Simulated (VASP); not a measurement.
# SiC (I-4m2) in VASP: a series of runs, part 2 of 2

VASP 6.6.1. Earlier steps stand in the parts before.

**3. Single point, PBE (strain -0.0150 x Voigt [0, 1, 0, 0, 0, 0])**

File INCAR:

```
  PREC = Accurate
  ENCUT = 520
  EDIFF = 1E-7
  ISMEAR = 0
  SIGMA = 0.05
  LREAL = False
  LASPH = True
  NELM = 80
  ALGO = Normal
  ISIF = 2
  LWAVE = False
  LCHARG = True
  GGA = PE
  LELF = True
  LVHAR = True
  NBANDS = 11
```

File KPOINTS:

```
Automatic mesh
0
Gamma
  12 12 12
```

File POSCAR:

```
SiC
1.0
    0.0000000000      2.1413900000      2.1740000000
    2.1740000000      0.0000000000      2.1740000000
    2.1740000000      2.1413900000      0.0000000000
Si C
1 1
Direct
    0.0000000000      0.0000000000      0.0000000000
    0.7500000000      0.7500000000      0.7500000000
```

Potentials or basis: VASP PAW PBE potentials, release 64 (Si, C).

Launch:

```console
cat potpaw_PBE.64/Si/POTCAR potpaw_PBE.64/C/POTCAR > POTCAR
mpirun -np 1 vasp_std > vasp.out
```

OUTCAR:

```text
PREC = Accurate
   ENCUT = 520
   EDIFF = 1E-7
   ISMEAR = 0
   LREAL = False
   LASPH = True
   NELM = 80
   ISIF = 2
   GGA = PE

 ion  position               nearest neighbor table
   1  0.000  0.000  0.000-   2 1.87   2 1.87   2 1.87   2 1.87
   2  0.750  0.750  0.750-   1 1.87   1 1.87   1 1.87   1 1.87

  LATTYP: Found a body centered tetragonal cell.
 ALAT       =     3.0745002846
 C/A-ratio  =     1.3930003589

  Lattice vectors:

 A1 = (   0.0000000000,  -2.1413900000,   2.1740000000)
 A2 = (   0.0000000000,  -2.1413900000,  -2.1740000000)
 A3 = (   2.1740000000,   2.1413900000,   0.0000000000)

Analysis of symmetry for initial positions (statically):
=====================================================================
 Subroutine PRICEL returns:
 Original cell was already a primitive cell.

 Routine SETGRP: Setting up the symmetry group for a
 body centered tetragonal supercell.

 Subroutine GETGRP returns: Found  8 space group operations
 (whereof  8 operations were pure point group operations)
 out of a pool of 16 trial point group operations.

The static configuration has the point symmetry D_2d.

Analysis of symmetry for dynamics (positions and initial velocities):
=====================================================================
 Subroutine PRICEL returns:
 Original cell was already a primitive cell.

 Routine SETGRP: Setting up the symmetry group for a
 body centered tetragonal supercell.

 Subroutine GETGRP returns: Found  8 space group operations
 (whereof  8 operations were pure point group operations)
 out of a pool of 16 trial point group operations.

The dynamic configuration has the point symmetry D_2d.

 Subroutine INISYM returns: Found  8 space group operations
 (whereof  8 operations are pure point group operations),
 and found     1 'primitive' translations

----------------------------------------------------------------------------------------

                                     Primitive cell

  volume of cell :      20.2416

  direct lattice vectors                    reciprocal lattice vectors
     0.000000000  2.141390000  2.174000000    -0.229990800  0.233493198  0.229990800
     2.174000000  0.000000000  2.174000000     0.229990800 -0.233493198  0.229990800
     2.174000000  2.141390000  0.000000000     0.229990800  0.233493198 -0.229990800

  length of vectors
     3.051528655  3.074500285  3.051528655     0.400388074  0.400388074  0.400388074

  position of ions in fractional coordinates (direct lattice)
     0.000000000  0.000000000  0.000000000
     0.750000000  0.750000000  0.750000000

  ion indices of the primitive-cell ions
   primitive index   ion index
                 1           1
                 2           2

----------------------------------------------------------------------------------------

 KPOINTS: Automatic mesh

Automatic generation of k-mesh.
 Grid dimensions read from file:
 generate k-points for:   12   12   12

 Generating k-lattice:

  Cartesian coordinates                     Fractional coordinates (reciprocal lattice)
    -0.019165900  0.019457767  0.019165900     0.083333333  0.000000000  0.000000000
     0.019165900 -0.019457767  0.019165900     0.000000000  0.083333333  0.000000000
[... 39 lines left out ...]
 [... further k-points ...]
   k-points           NKPTS =    163   k-points in BZ     NKDIM =    163   number of bands    NBANDS=     11
   number of dos      NEDOS =    301   number of ions     NIONS =      2
   total plane-waves  NPLWV =  13824
   dimension x,y,z NGX =    24 NGY =   24 NGZ =   24
   dimension x,y,z NGXF=    48 NGYF=   48 NGZF=   48
   ions per type =               1   1
   NGX,Y,Z   is equivalent  to a cutoff of  13.08, 12.98, 13.08 a.u.
   NGXF,Y,Z  is equivalent  to a cutoff of  26.15, 25.95, 26.15 a.u.
 SYSTEM =  unknown system
   PREC   = accura    normal or accurate (medium, high low for compatibility)
   ISTART =      0    job   : 0-new  1-cont  2-samecut
   ICHARG =      2    charge: 1-file 2-atom 10-const
   ISPIN  =      1    spin polarized calculation?
   LNONCOLLINEAR =      F non collinear calculations
   LSORBIT =      F    spin-orbit coupling
   LASPH  =      T    aspherical Exc in radial PAW
   ENCUT  =  520.0 eV  38.22 Ry    6.18 a.u.   5.67  5.72  5.67*2*pi/ulx,y,z
   NELM   =     80;   NELMIN=  2; NELMDL= -5     # of ELM steps
   EDIFF  = 0.1E-06   stopping-criterion for ELM
   LREAL  =      F    real-space projection
   EDIFFG = 0.1E-05   stopping-criterion for IOM
   NSW    =      0    number of steps for IOM
   IBRION =     -1    ionic relax: 0-MD 1-quasi-New 2-CG
   NFREE  =      0    steps in history (QN), initial steepest desc. (CG)
   ISIF   =      2    stress and relaxation
   ISYM   =      2    0-nonsym 1-usesym 2-fastsym
   POTIM  = 0.5000    time-step for ionic-motion
   TEBEG  =    0.0;   TEEND  =   0.0 temperature during run
   PSTRESS=    0.0 pullay stress
   NELECT =       8.0000    total number of electrons
   NUPDOWN=      -1.0000    fix difference up-down
   EMIN   =  10.00;   EMAX   =-10.00  energy-range for DOS
   EFERMI =   0.00;   METHOD = LEGACY
   ISMEAR =     0;   SIGMA  =   0.05  broadening in eV -4-tet -1-fermi 0-gaus
   EFERMI_NEDOS =   21; number of points for ismear=-14 and -15
   IALGO  =     38    algorithm
   IMIX   =      4    mixing-type and parameters
     AMIX     =   0.40;   BMIX     =  1.00
     AMIX_MAG =   1.60;   BMIX_MAG =  1.00
  volume/ion in A,a.u.               =      10.12        68.30
  Fermi-wavevector in a.u.,A,eV,Ry     =   1.201406  2.270329 19.638335  1.443377
  Thomas-Fermi vector in A             =   2.337216
   LORBIT       =      0    0 simple, 1 ext, 2 COOP (PROOUT), +10 PAW based schemes
   GGA     = PE    functional components
   LHFCALC =     F    Hartree Fock is set to
   AEXX    =    0.0000 exact exchange contribution
   IVDW    =     0    specifies the selected vdW correction
   LEPSILON=     F    determine dielectric tensor
   LRPA    =     F    only Hartree local field effects (RPA)
 non-spin polarized calculation
 Gauss-broadening in eV      SIGMA  =   0.05
  energy-cutoff  :      520.00
  volume of cell :       20.24
 maximum number of plane-waves:       556
   NGX = 11   NGY = 11   NGZ = 11

 number of electron       8.0000000 magnetization

 Free energy of the ion-electron system (eV)
  ---------------------------------------------------
  ext. energy  EPLUGINS =         0.00000000
  ---------------------------------------------------
  free energy    TOTEN  =       -15.03913428 eV

  energy without entropy =      -15.03913428  energy(sigma->0) =      -15.03913428

 E-fermi :   8.7185     XC(G=0): -11.4529

 val. band max:        8.4236530359   @ k =   0.0000   0.0000   0.0000
 cond. band min:       9.6008825863   @ k =   0.5000   0.0000   0.5000
 fundamental gap:      1.1772295504
 Fermi energy:         8.7185190742

 k-point     1 :       0.0000    0.0000    0.0000
  band No.  band energies     occupation
      1      -7.2210      2.00000
      2       8.3230      2.00000
      3       8.3230      2.00000
      4       8.4237      2.00000
      5      14.8472      0.00000
      6      15.7924      0.00000
      7      15.8324      0.00000
      8      15.8324      0.00000
      9      22.7593      0.00000
     10      23.2143      0.00000
     11      25.1820      0.00000
[... 309 lines left out ...]
 k-point    24 :      -0.4167    0.1667    0.0000
  band No.  band energies     occupation
      1      -3.2426      2.00000
      2       0.2329      2.00000
      3       5.1876      2.00000
      4       6.8840      2.00000
      5      13.6271      0.00000
      6      16.1981      0.00000
      7      17.0987      0.00000
      8      19.7151      0.00000
      9      23.3108      0.00000
     10      23.9549      0.00000
     11      26.7238      0.00000

 [... further k-points ...]

------------------------ aborting loop because EDIFF is reached ----------------------------------------

  FORCE on cell =-STRESS in cart. coord.  units (eV):
  Direction    XX          YY          ZZ          XY          YZ          ZX
  --------------------------------------------------------------------------------------
  -------------------------------------------------------------------------------------
  Total        0.8965560      1.3727629      0.8965560     -0.0000000      0.0000000      0.0000000
  in kB       70.9648314    108.6578892     70.9648314     -0.0000000      0.0000000      0.0000000
  external PRESSURE =      83.5291840 kB  Pullay stress =       0.0000000 kB

 VOLUME and BASIS-vectors are now :
 -----------------------------------------------------------------------------
  energy-cutoff  :      520.00
  volume of cell :       20.24
      direct lattice vectors                 reciprocal lattice vectors
     0.000000000  2.141390000  2.174000000    -0.229990800  0.233493198  0.229990800
     2.174000000  0.000000000  2.174000000     0.229990800 -0.233493198  0.229990800
     2.174000000  2.141390000  0.000000000     0.229990800  0.233493198 -0.229990800

 POSITION                                       TOTAL-FORCE (eV/Angst)
 -----------------------------------------------------------------------------------
      0.00000      0.00000      0.00000         0.000000      0.000000      0.000000
      3.26100      3.21209      3.26100        -0.000000      0.000000     -0.000000
 -----------------------------------------------------------------------------------
    total drift:                               -0.000000      0.000000     -0.000000

  FREE ENERGIE OF THE ION-ELECTRON SYSTEM (eV)
  ---------------------------------------------------
  free  energy   TOTEN  =       -15.0391342833 eV

  energy  without entropy=      -15.0391342833  energy(sigma->0) =      -15.03913428
```

OSZICAR:

```text
N       E                     dE             d eps       ncg     rms          rms(c)
DAV:   1     0.402815768742E+01    0.40282E+01   -0.39510E+03  3698   0.615E+02
DAV:   2    -0.163190141179E+02   -0.20347E+02   -0.19267E+02  4579   0.110E+02
DAV:   3    -0.169537842933E+02   -0.63477E+00   -0.63361E+00  4404   0.161E+01
DAV:   4    -0.169560981963E+02   -0.23139E-02   -0.23138E-02  4147   0.125E+00
DAV:   5    -0.169561080734E+02   -0.98771E-05   -0.98771E-05  4436   0.761E-02    0.904E+00
DAV:   6    -0.151032352552E+02    0.18529E+01   -0.65237E+00  4024   0.115E+01    0.403E+00
DAV:   7    -0.150468187984E+02    0.56416E-01   -0.41450E-01  4320   0.366E+00    0.182E+00
DAV:   8    -0.150389207984E+02    0.78980E-02   -0.20627E-02  4054   0.957E-01    0.171E-01
DAV:   9    -0.150390254583E+02   -0.10466E-03   -0.15913E-03  4500   0.229E-01    0.114E-01
DAV:  10    -0.150391318854E+02   -0.10643E-03   -0.22690E-04  4057   0.923E-02    0.261E-02
DAV:  11    -0.150391338697E+02   -0.19842E-05   -0.39714E-05  4309   0.330E-02    0.684E-03
DAV:  12    -0.150391342509E+02   -0.38128E-06   -0.18774E-06  4207   0.818E-03    0.111E-03
DAV:  13    -0.150391342833E+02   -0.32354E-07   -0.86911E-08  3584   0.205E-03
   1 F= -.15039134E+02 E0= -.15039134E+02  d E =-.128466E-19
```

Wall time 21 s (1 thread of Intel Xeon Platinum 8375C at 2.90GHz (Ice Lake), shared host); peak memory 0.15 GiB.

What came out:

* Free energy: -15.0391 eV
* Pressure: 8.4 GPa
* Band gap on the k mesh: 1.18 eV, indirect (least direct gap 4.54 eV)

Caveat: the cell differs from its parent crystal (strain -0.0150 x Voigt [0, 1, 0, 0, 0, 0]).
